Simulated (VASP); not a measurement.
# AgCl (Fm-3m) in VASP: a series of runs, part 2 of 3

VASP 6.6.1. The steps go on from the part before.

## Step 3: Relaxation of cell and atoms, PBEsol, target pressure 1 GPa, at which the enthalpy is minimised

This run uses another cell than the first one, of 20.21 Å³/atom.

File INCAR:

```
PREC     = Accurate       # precision mode
ENCUT    = 600            # plane-wave cutoff, eV
EDIFF    = 1E-7           # SCF threshold, eV
ISMEAR   = 0              # smearing method
SIGMA    = 0.01           # smearing width, eV
LREAL    = F              # projectors in reciprocal space
LASPH    = T              # aspherical terms in the spheres
NELM     = 100            # most SCF steps
ALGO     = Normal         # electronic algorithm
ISIF     = 3              # what is computed and relaxed
LWAVE    = F              # write WAVECAR
LCHARG   = F              # write CHGCAR
GGA      = PS             # functional
IBRION   = 2              # ionic algorithm
NSW      = 100            # ionic steps
EDIFFG   = -0.002         # ionic threshold
PSTRESS  = 10.0
```

File KPOINTS:

```
Automatic mesh
0
Gamma
  8 8 8
```

File POSCAR:

```
AgCl
1.0
    0.0000000000      2.7237519381      2.7237519381
    2.7237519381      0.0000000000      2.7237519381
    2.7237519381      2.7237519381      0.0000000000
Ag Cl
1 1
Direct
    0.0000000000      0.0000000000      0.0000000000
    0.5000000000      0.5000000000      0.5000000000
```

Potentials or basis: VASP PAW PBE potentials, release 64 (Ag, Cl).

On the command line:

```bash
cat potpaw_PBE.64/Ag/POTCAR potpaw_PBE.64/Cl/POTCAR > POTCAR
mpirun -np 1 vasp_std > vasp.out
```

OUTCAR:

```text
PREC = Accurate
   ENCUT = 600
   EDIFF = 1E-7
   ISMEAR = 0
   LREAL = F
   LASPH = T
   NELM = 100
   ISIF = 3
   GGA = PS
   IBRION = 2
   NSW = 100
   EDIFFG = -0.002
   PSTRESS = 10.0

 ion  position               nearest neighbor table
   1  0.000  0.000  0.000-   2 2.72   2 2.72   2 2.72   2 2.72   2 2.72   2 2.72
   2  0.500  0.500  0.500-   1 2.72   1 2.72   1 2.72   1 2.72   1 2.72   1 2.72

  LATTYP: Found a face centered cubic cell.
 ALAT       =     5.4475038762

  Lattice vectors:

 A1 = (   0.0000000000,   2.7237519381,   2.7237519381)
 A2 = (   2.7237519381,   0.0000000000,   2.7237519381)
 A3 = (   2.7237519381,   2.7237519381,   0.0000000000)

Analysis of symmetry for initial positions (statically):
=====================================================================
 Subroutine PRICEL returns:
 Original cell was already a primitive cell.

 Routine SETGRP: Setting up the symmetry group for a
 face centered cubic supercell.

 Subroutine GETGRP returns: Found 48 space group operations
 (whereof 48 operations were pure point group operations)
 out of a pool of 48 trial point group operations.

The static configuration has the point symmetry O_h .

Analysis of symmetry for dynamics (positions and initial velocities):
=====================================================================
 Subroutine PRICEL returns:
 Original cell was already a primitive cell.

 Routine SETGRP: Setting up the symmetry group for a
 face centered cubic supercell.

 Subroutine GETGRP returns: Found 48 space group operations
 (whereof 48 operations were pure point group operations)
 out of a pool of 48 trial point group operations.

The dynamic configuration has the point symmetry O_h .

 Subroutine INISYM returns: Found 48 space group operations
 (whereof 48 operations are pure point group operations),
[... 130 lines left out ...]
  energy-cutoff  :      600.00
  volume of cell :       40.41
 maximum number of plane-waves:      1365
   NGX = 15   NGY = 15   NGZ = 15

--------------------------------------- Ionic step        1  -------------------------------------------

 number of electron      17.9999997 magnetization

 Free energy of the ion-electron system (eV)
  ---------------------------------------------------
  ext. energy  EPLUGINS =         0.00000000
  ---------------------------------------------------
  free energy    TOTEN  =        -6.06136326 eV

  energy without entropy =       -6.06136326  energy(sigma->0) =       -6.06136326

------------------------ aborting loop because EDIFF is reached ----------------------------------------

  FORCE on cell =-STRESS in cart. coord.  units (eV):
  Direction    XX          YY          ZZ          XY          YZ          ZX
  --------------------------------------------------------------------------------------
  -------------------------------------------------------------------------------------
  Total       -0.0167492     -0.0167492     -0.0167492      0.0000000      0.0000000      0.0000000
  in kB       -0.6640051     -0.6640051     -0.6640051      0.0000000      0.0000000      0.0000000
  external PRESSURE =     -10.6640051 kB  Pullay stress =      10.0000000 kB
[... 63 lines left out ...]
--------------------------------------- Ionic step        3  -------------------------------------------

 number of electron      17.9999999 magnetization

 Free energy of the ion-electron system (eV)
  ---------------------------------------------------
  ext. energy  EPLUGINS =         0.00000000
  ---------------------------------------------------
  free energy    TOTEN  =        -6.05931351 eV

  energy without entropy =       -6.05931351  energy(sigma->0) =       -6.05931351

 E-fermi :   4.7318     XC(G=0): -10.5953

 val. band max:        4.6615905086   @ k =   0.5000   0.0000   0.0000
 cond. band min:       5.3847964840   @ k =   0.0000   0.0000   0.0000
 fundamental gap:      0.7232059754
 Fermi energy:         4.7317578640

 k-point     1 :       0.0000    0.0000    0.0000
  band No.  band energies     occupation
      1     -10.9883      2.00000
      2       1.8675      2.00000
      3       1.8675      2.00000
      4       1.8675      2.00000
      5       1.9121      2.00000
      6       1.9121      2.00000
      7       2.0244      2.00000
      8       2.0244      2.00000
      9       2.0244      2.00000
     10       5.3848      0.00000
     11      15.3795      0.00000
     12      15.3795      0.00000
     13      15.3795      0.00000
[... 354 lines left out ...]
  band No.  band energies     occupation
      1     -10.4017      2.00000
      2      -0.8250      2.00000
      3       0.0238      2.00000
      4       0.0950      2.00000
      5       2.2381      2.00000
      6       2.3175      2.00000
      7       2.5996      2.00000
      8       3.5353      2.00000
      9       4.0828      2.00000
     10       9.6425      0.00000
     11      10.0632      0.00000
     12      12.6603      0.00000
     13      13.0492      0.00000

 [... further k-points ...]

------------------------ aborting loop because EDIFF is reached ----------------------------------------

  FORCE on cell =-STRESS in cart. coord.  units (eV):
  Direction    XX          YY          ZZ          XY          YZ          ZX
  --------------------------------------------------------------------------------------
  -------------------------------------------------------------------------------------
  Total        0.2500401      0.2500401      0.2500401     -0.0000000      0.0000000      0.0000000
  in kB       10.0924551     10.0924551     10.0924551     -0.0000000      0.0000000      0.0000000
  external PRESSURE =       0.0924551 kB  Pullay stress =      10.0000000 kB
[... 21 lines left out ...]
  energy  without entropy=       -6.0593135054  energy(sigma->0) =       -6.05931351

  enthalpy is  TOTEN    =        -5.8115639475 eV   P V=        0.2477495580

 reached required accuracy - stopping structural energy minimisation
```

OSZICAR:

```text
N       E                     dE             d eps       ncg     rms          rms(c)
DAV:   1     0.111917716726E+03    0.11192E+03   -0.97225E+03   754   0.142E+03
DAV:   2    -0.139359445597E+01   -0.11331E+03   -0.10664E+03   889   0.270E+02
DAV:   3    -0.618091094458E+01   -0.47873E+01   -0.47708E+01   859   0.601E+01
[... 23 lines left out ...]
DAV:   2    -0.605934552220E+01    0.39696E-03   -0.11203E-03   754   0.419E-01    0.458E-02
DAV:   3    -0.605931829195E+01    0.27230E-04   -0.82111E-05   764   0.755E-02    0.312E-02
DAV:   4    -0.605931472601E+01    0.35659E-05   -0.33154E-06   809   0.181E-02    0.108E-02
DAV:   5    -0.605931355437E+01    0.11716E-05   -0.78411E-07   879   0.143E-02    0.160E-03
DAV:   6    -0.605931350544E+01    0.48923E-07   -0.27027E-07   614   0.716E-03
   3 F= -.58115639E+01 E0= -.58115639E+01  d E =-.244540E-02
```

Wall time 37 s (1 thread of Intel Xeon 8259CL, shared host); peak memory 0.2 GiB.

What came out:

```yaml
Free_energy: -6.0593 eV
Relaxed_volume: 19.85 Å³/atom
Relaxed_cell: a = 3.829 Å, b = 3.829 Å, c = 3.829 Å, α = 60.00°, β = 60.00°, γ = 60.00°
Space_group_after_relaxing_to_0.1_Å: Fm-3m (No. 225)
Energy_change_on_relaxing_the_run_minimises_the_enthalpy: +1.0 meV/atom
Ionic_steps: 3
Pressure_after_relaxing: 1.0 GPa
Band_gap_on_the_k_mesh: 0.72 eV (least direct gap 3.29 eV)
```

Step by step:
| step | energy change (eV) | largest force (eV/Å) | pressure (GPa) | volume (Å³) |
| --- | --- | --- | --- | --- |
| 1 | 0.0000 | 0.0000 | -0.07 | 40.41 |
| 2 | 0.0025 | 0.0000 | 1.10 | 39.63 |
| 3 | 0.0020 | 0.0000 | 1.01 | 39.69 |

Final structure:
```cif
data_structure
_symmetry_space_group_name_H-M 'P 1'
_symmetry_Int_Tables_number 1
_cell_length_a 3.8289
_cell_length_b 3.8289
_cell_length_c 3.8289
_cell_angle_alpha 60.000
_cell_angle_beta 60.000
_cell_angle_gamma 60.000
_cell_volume 39.69
loop_
_atom_site_label
_atom_site_type_symbol
_atom_site_fract_x
_atom_site_fract_y
_atom_site_fract_z
_atom_site_occupancy
Ag1 Ag 0.00000 0.00000 0.00000 1
Cl1 Cl 0.50000 0.50000 0.50000 1
```

Caveat: the cell is relaxed towards a set pressure, so the run minimises the enthalpy, not the energy; semilocal functionals underestimate gaps, and a narrow one can read as zero; the PAW data sets were made with another functional, which shifts forces and pressure a little. A k mesh can miss the band edges.

(Continued in part 3 of 3.)
